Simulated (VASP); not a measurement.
# Be2NiH (P4/mmm) in VASP: further runs

Be2NiH is run at these levels: PBE; tasks: single point.

Everything below comes from runs of VASP 6.6.1. Logs are shortened: lines on timing, memory, paths and dates and some standing lists are left out, and cuts for length are marked.

### Step 1. The cell of the first run

Symmetry: P4/mmm, No. 123, tetragonal system. The conventional cell has a = 2.877 Å, b = 2.877 Å, c = 3.909 Å, α = 90.00°, β = 90.00°, γ = 90.00°. Be (site symmetry 4/mmm) has 2 Ni at 1.95 Å and 4 H at 2.03 Å within 2.6 Å. Be (site symmetry 4/mmm) has 2 H at 1.95 Å and 4 Ni at 2.03 Å within 2.6 Å. Within 2.6 Å of Ni (site symmetry 4/mmm) lie 6 Be at 1.95 to 2.03 Å. Within 2.6 Å of H (site symmetry 4/mmm) lie 6 Be at 1.95 to 2.03 Å.

The cell was generated, and may not be a known phase.

### Step 2. Single point, PBE, collinear spin, ferromagnetic start

File INCAR:

```
SYSTEM = Be2NiH
PREC     = Accurate       ! precision mode
ENCUT    = 520            ! plane-wave cutoff, eV
EDIFF    = 1E-6           ! SCF threshold, eV
ISMEAR   = 0              ! smearing method
SIGMA    = 0.1            ! smearing width, eV
LREAL    = .FALSE.        ! projectors in reciprocal space
LASPH    = .TRUE.         ! aspherical terms in the spheres
NELM     = 150            ! most SCF steps
ALGO     = Normal         ! electronic algorithm
ISIF     = 2              ! what is computed and relaxed
LWAVE    = .FALSE.        ! write WAVECAR
LCHARG   = .FALSE.        ! write CHGCAR
ISPIN    = 2              ! spin polarisation
MAGMOM   = 0 0 2 0        ! initial moments
LORBIT   = 11             ! projections on sites
LMAXMIX  = 4              ! l up to which the mixer works
GGA      = PE             ! functional
NBANDS   = 20             ! bands
```

File KPOINTS:

```
regular mesh
0
G
  6 6 4
  0 0 0
```

File POSCAR:

```
Be2NiH
1.0
    2.8766393800      0.0000000000      0.0000000000
    0.0000000000      2.8766393800      0.0000000000
    0.0000000000      0.0000000000      3.9088249300
Be Ni H
2 1 1
Direct
    0.0000000000      0.0000000000      0.5000000000
    0.5000000000      0.5000000000      0.0000000000
    0.0000000000      0.0000000000      0.0000000000
    0.5000000000      0.5000000000      0.5000000000
```

Potentials or basis: VASP PAW PBE potentials, release 64 (Be, Ni, H).

Run with:

```bash
> cat potpaw_PBE.64/Be/POTCAR potpaw_PBE.64/Ni/POTCAR potpaw_PBE.64/H/POTCAR > POTCAR
> mpirun -np 1 vasp_std > vasp.out
```

OUTCAR:

```text
SYSTEM = Be2NiH
   PREC = Accurate
   ENCUT = 520
   EDIFF = 1E-6
   ISMEAR = 0
   LREAL = .FALSE.
   LASPH = .TRUE.
   NELM = 150
   ISIF = 2
   ISPIN = 2
   LORBIT = 11
   GGA = PE

 ion  position               nearest neighbor table
   1  0.000  0.000  0.500-   3 1.95   3 1.95
   2  0.500  0.500  0.000-   3 2.03   3 2.03   3 2.03   3 2.03
   3  0.000  0.000  0.000-   1 1.95   1 1.95   2 2.03   2 2.03   2 2.03   2 2.03
   4  0.500  0.500  0.500-

  LATTYP: Found a simple tetragonal cell.
 ALAT       =     2.8766393800
 C/A-ratio  =     1.3588164569

  Lattice vectors:

 A1 = (   2.8766393800,   0.0000000000,   0.0000000000)
 A2 = (   0.0000000000,   2.8766393800,   0.0000000000)
 A3 = (   0.0000000000,   0.0000000000,   3.9088249300)

Analysis of symmetry for initial positions (statically):
=====================================================================
 Subroutine PRICEL returns:
 Original cell was already a primitive cell.

 Routine SETGRP: Setting up the symmetry group for a
 simple tetragonal supercell.

 Subroutine GETGRP returns: Found 16 space group operations
 (whereof 16 operations were pure point group operations)
 out of a pool of 16 trial point group operations.

The static configuration has the point symmetry D_4h.

Analysis of symmetry for dynamics (positions and initial velocities):
=====================================================================
 Subroutine PRICEL returns:
 Original cell was already a primitive cell.

 Routine SETGRP: Setting up the symmetry group for a
 simple tetragonal supercell.

 Subroutine GETGRP returns: Found 16 space group operations
 (whereof 16 operations were pure point group operations)
 out of a pool of 16 trial point group operations.

The dynamic configuration has the point symmetry D_4h.

Analysis of structural, dynamic, and magnetic symmetry:
=====================================================================
 Subroutine PRICEL returns:
 Original cell was already a primitive cell.

 Routine SETGRP: Setting up the symmetry group for a
 simple tetragonal supercell.

 Subroutine GETGRP returns: Found 16 space group operations
 (whereof 16 operations were pure point group operations)
 out of a pool of 16 trial point group operations.

The overall configuration has the point symmetry D_4h.

 Subroutine INISYM returns: Found 16 space group operations
 (whereof 16 operations are pure point group operations),
 and found     1 'primitive' translations

----------------------------------------------------------------------------------------

                                     Primitive cell

  volume of cell :      32.3457

  direct lattice vectors                    reciprocal lattice vectors
     2.876639380  0.000000000  0.000000000     0.347627863  0.000000000  0.000000000
     0.000000000  2.876639380  0.000000000     0.000000000  0.347627863  0.000000000
     0.000000000  0.000000000  3.908824930     0.000000000  0.000000000  0.255831361

  length of vectors
     2.876639380  2.876639380  3.908824930     0.347627863  0.347627863  0.255831361

  position of ions in fractional coordinates (direct lattice)
     0.000000000  0.000000000  0.500000000
     0.500000000  0.500000000  0.000000000
     0.000000000  0.000000000  0.000000000
     0.500000000  0.500000000  0.500000000

  ion indices of the primitive-cell ions
   primitive index   ion index
                 1           1
                 2           2
                 3           3
                 4           4

----------------------------------------------------------------------------------------

 KPOINTS: regular mesh

Automatic generation of k-mesh.
 Grid dimensions read from file:
 generate k-points for:    6    6    4

 Generating k-lattice:

  Cartesian coordinates                     Fractional coordinates (reciprocal lattice)
     0.057937977  0.000000000  0.000000000     0.166666667  0.000000000  0.000000000
     0.000000000  0.057937977  0.000000000     0.000000000  0.166666667  0.000000000
     0.000000000  0.000000000  0.063957840     0.000000000  0.000000000  0.250000000

  Length of vectors
     0.057937977  0.057937977  0.063957840

  Shift w.r.t. Gamma in fractional coordinates (k-lattice)
     0.000000000  0.000000000  0.000000000

 Subroutine IBZKPT returns following result:
 ===========================================

 Found     30 irreducible k-points:

 Following reciprocal coordinates:
            Coordinates               Weight
  0.000000  0.000000  0.000000      1.000000
  0.166667  0.000000  0.000000      4.000000
  0.333333  0.000000  0.000000      4.000000
  0.500000  0.000000  0.000000      2.000000
  0.166667  0.166667  0.000000      4.000000
  0.333333  0.166667  0.000000      8.000000
[... 16 lines left out ...]
  0.333333  0.000000  0.500000      4.000000
  0.500000  0.000000  0.500000      2.000000
 [... further k-points ...]
   k-points           NKPTS =     30   k-points in BZ     NKDIM =     30   number of bands    NBANDS=     20
   number of dos      NEDOS =    301   number of ions     NIONS =      4
   total plane-waves  NPLWV =  17280
   dimension x,y,z NGX =    24 NGY =   24 NGZ =   30
   dimension x,y,z NGXF=    48 NGYF=   48 NGZF=   60
   ions per type =               2   1   1
   NGX,Y,Z   is equivalent  to a cutoff of  13.87, 13.87, 12.76 a.u.
   NGXF,Y,Z  is equivalent  to a cutoff of  27.74, 27.74, 25.52 a.u.
 SYSTEM =  Be2NiH
   PREC   = accura    normal or accurate (medium, high low for compatibility)
   ISTART =      0    job   : 0-new  1-cont  2-samecut
   ICHARG =      2    charge: 1-file 2-atom 10-const
   ISPIN  =      2    spin polarized calculation?
   LNONCOLLINEAR =      F non collinear calculations
   LSORBIT =      F    spin-orbit coupling
   LASPH  =      T    aspherical Exc in radial PAW
   ENCUT  =  520.0 eV  38.22 Ry    6.18 a.u.   5.35  5.35  7.27*2*pi/ulx,y,z
   NELM   =    150;   NELMIN=  2; NELMDL= -5     # of ELM steps
   EDIFF  = 0.1E-05   stopping-criterion for ELM
   LREAL  =      F    real-space projection
   EDIFFG = 0.1E-04   stopping-criterion for IOM
   NSW    =      0    number of steps for IOM
   IBRION =     -1    ionic relax: 0-MD 1-quasi-New 2-CG
   NFREE  =      0    steps in history (QN), initial steepest desc. (CG)
   ISIF   =      2    stress and relaxation
   ISYM   =      2    0-nonsym 1-usesym 2-fastsym
   POTIM  = 0.5000    time-step for ionic-motion
   TEBEG  =    0.0;   TEEND  =   0.0 temperature during run
   PSTRESS=    0.0 pullay stress
   NELECT =      15.0000    total number of electrons
   NUPDOWN=      -1.0000    fix difference up-down
   EMIN   =  10.00;   EMAX   =-10.00  energy-range for DOS
   EFERMI =   0.00;   METHOD = LEGACY
   ISMEAR =     0;   SIGMA  =   0.10  broadening in eV -4-tet -1-fermi 0-gaus
   EFERMI_NEDOS =   21; number of points for ismear=-14 and -15
   IALGO  =     38    algorithm
   IMIX   =      4    mixing-type and parameters
     AMIX     =   0.40;   BMIX     =  1.00
     AMIX_MAG =   1.60;   BMIX_MAG =  1.00
  volume/ion in A,a.u.               =       8.09        54.57
  Fermi-wavevector in a.u.,A,eV,Ry     =   1.267164  2.394593 21.846945  1.605705
  Thomas-Fermi vector in A             =   2.400327
   LORBIT       =     11    0 simple, 1 ext, 2 COOP (PROOUT), +10 PAW based schemes
   GGA     = PE    functional components
   LHFCALC =     F    Hartree Fock is set to
   AEXX    =    0.0000 exact exchange contribution
   IVDW    =     0    specifies the selected vdW correction
   LEPSILON=     F    determine dielectric tensor
   LRPA    =     F    only Hartree local field effects (RPA)
 spin polarized calculation
 Gauss-broadening in eV      SIGMA  =   0.10
  energy-cutoff  :      520.00
  volume of cell :       32.35
 maximum number of plane-waves:       892
 NGX is ok and might be reduce to    24
   NGX = 11   NGY = 11   NGZ = 15

 number of electron      15.0000012 magnetization       0.0000925

 number of electron      15.0000012 magnetization      -0.0000236

 Free energy of the ion-electron system (eV)
  ---------------------------------------------------
  ext. energy  EPLUGINS =         0.00000000
  ---------------------------------------------------
  free energy    TOTEN  =       -13.90440522 eV

  energy without entropy =      -13.89394148  energy(sigma->0) =      -13.89917335

 E-fermi :   6.3370     XC(G=0): -11.1185

 val. band max:        6.3006689879   @ k =   0.5000   0.1667   0.2500
 cond. band min:       6.3547735304   @ k =   0.5000   0.0000   0.2500
 fundamental gap:      0.0541045425
 Fermi energy:         6.3369967812

 spin component 1

 k-point     1 :       0.0000    0.0000    0.0000
  band No.  band energies     occupation
      1      -3.9854      1.00000
      2       2.4774      1.00000
      3       3.4361      1.00000
      4       3.9910      1.00000
      5       4.6365      1.00000
      6       4.6365      1.00000
[... 505 lines left out ...]
      6       3.9645      1.00000
[... 11 lines left out ...]
     18      21.9223      0.00000
     19      24.0141      0.00000

 [... further k-points ...]

 spin component 2

 k-point     1 :       0.0000    0.0000    0.0000
  band No.  band energies     occupation
      1      -3.9853      1.00000
      2       2.4773      1.00000
      3       3.4360      1.00000
      4       3.9910      1.00000
      5       4.6365      1.00000
      6       4.6365      1.00000
[... 505 lines left out ...]
      6       3.9645      1.00000
[... 11 lines left out ...]
     18      21.9223      0.00000
     19      24.0141      0.00000

 [... further k-points ...]

 [bands above 19 left out]

------------------------ aborting loop because EDIFF is reached ----------------------------------------

  FORCE on cell =-STRESS in cart. coord.  units (eV):
  Direction    XX          YY          ZZ          XY          YZ          ZX
  --------------------------------------------------------------------------------------
  -------------------------------------------------------------------------------------
  Total        1.6017622      1.6017622      5.1382834      0.0000000      0.0000000      0.0000000
  in kB       79.3398824     79.3398824    254.5139404      0.0000000      0.0000000      0.0000000
  external PRESSURE =     137.7312351 kB  Pullay stress =       0.0000000 kB

 VOLUME and BASIS-vectors are now :
 -----------------------------------------------------------------------------
  energy-cutoff  :      520.00
  volume of cell :       32.35
      direct lattice vectors                 reciprocal lattice vectors
     2.876639380  0.000000000  0.000000000     0.347627863  0.000000000  0.000000000
     0.000000000  2.876639380  0.000000000     0.000000000  0.347627863  0.000000000
     0.000000000  0.000000000  3.908824930     0.000000000  0.000000000  0.255831361

 POSITION                                       TOTAL-FORCE (eV/Angst)
 -----------------------------------------------------------------------------------
      0.00000      0.00000      1.95441         0.000000      0.000000      0.000000
      1.43832      1.43832      0.00000         0.000000      0.000000      0.000000
      0.00000      0.00000      0.00000         0.000000      0.000000      0.000000
      1.43832      1.43832      1.95441         0.000000      0.000000      0.000000
 -----------------------------------------------------------------------------------
    total drift:                                0.000000      0.000000     -0.000000

  FREE ENERGIE OF THE ION-ELECTRON SYSTEM (eV)
  ---------------------------------------------------
  free  energy   TOTEN  =       -13.9044052204 eV

  energy  without entropy=      -13.8939414802  energy(sigma->0) =      -13.89917335

 total charge

# of ion       s       p       d       tot
------------------------------------------
    1        0.422   0.537   0.000   0.959
    2        0.472   0.700   0.000   1.172
    3        0.665   0.554   8.584   9.802
    4        0.451   0.015   0.000   0.466
--------------------------------------------------
tot          2.010   1.806   8.584  12.400

 magnetization (x)

# of ion       s       p       d       tot
------------------------------------------
    1       -0.000  -0.000   0.000  -0.000
    2        0.000   0.000   0.000   0.000
    3        0.000   0.000  -0.000  -0.000
    4        0.000   0.000   0.000   0.000
--------------------------------------------------
tot          0.000   0.000  -0.000   0.000
```

Wall time 15 s (1 thread of Intel Xeon 6975P-C (Granite Rapids), shared host); peak memory 0.17 GiB.

What came out:

* Free energy: -13.9044 eV
* Pressure: 13.8 GPa
* Net moment: 0.00 μB per cell
* Valence electrons inside the program's atomic spheres: Be 0.96, 1.17; Ni 9.80; H 0.47

Levels at points of the mesh, in eV from the Fermi level:
Spin up:
```csv
k point,band 5,band 6,band 7,band 8,band 9,band 10
"(0.00, 0.00, 0.00)",-1.70,-1.70,-1.58,0.22,4.00,4.00
"(0.50, 0.00, 0.00)",-2.70,-1.61,-0.69,1.44,1.81,4.61
"(0.50, 0.50, 0.00)",-2.40,-2.40,-1.39,-0.88,1.76,3.72
"(0.00, 0.00, 0.50)",-1.93,-1.93,-1.57,5.70,5.85,5.85
"(0.50, 0.00, 0.50)",-2.68,-2.37,-1.77,-1.17,-0.45,9.09
"(0.50, 0.50, 0.50)",-3.02,-0.89,-0.89,-0.88,2.10,2.23
```
Spin down:
| k point | band 4 | band 5 | band 6 | band 7 | band 8 | band 9 | band 10 | band 11 |
| --- | --- | --- | --- | --- | --- | --- | --- | --- |
| (0.00, 0.00, 0.00) | -2.35 | -1.70 | -1.70 | -1.58 | 0.22 | 4.00 | 4.00 | 8.70 |
| (0.50, 0.00, 0.00) | -3.09 | -2.70 | -1.61 | -0.69 | 1.44 | 1.81 | 4.61 | 6.22 |
| (0.50, 0.50, 0.00) | -2.79 | -2.40 | -2.40 | -1.39 | -0.88 | 1.76 | 3.72 | 4.86 |
| (0.00, 0.00, 0.50) | -2.86 | -1.93 | -1.93 | -1.57 | 5.70 | 5.85 | 5.85 | 7.41 |
| (0.50, 0.00, 0.50) | -2.71 | -2.68 | -2.37 | -1.77 | -1.17 | -0.45 | 9.09 | 9.38 |
| (0.50, 0.50, 0.50) | -3.37 | -3.02 | -0.89 | -0.89 | -0.88 | 2.10 | 2.23 | 2.23 |

Caveat: the k points lie up to 0.40 Å⁻¹ apart; the moments typed at the start vanished in this run.

[end of part 1 of 2]
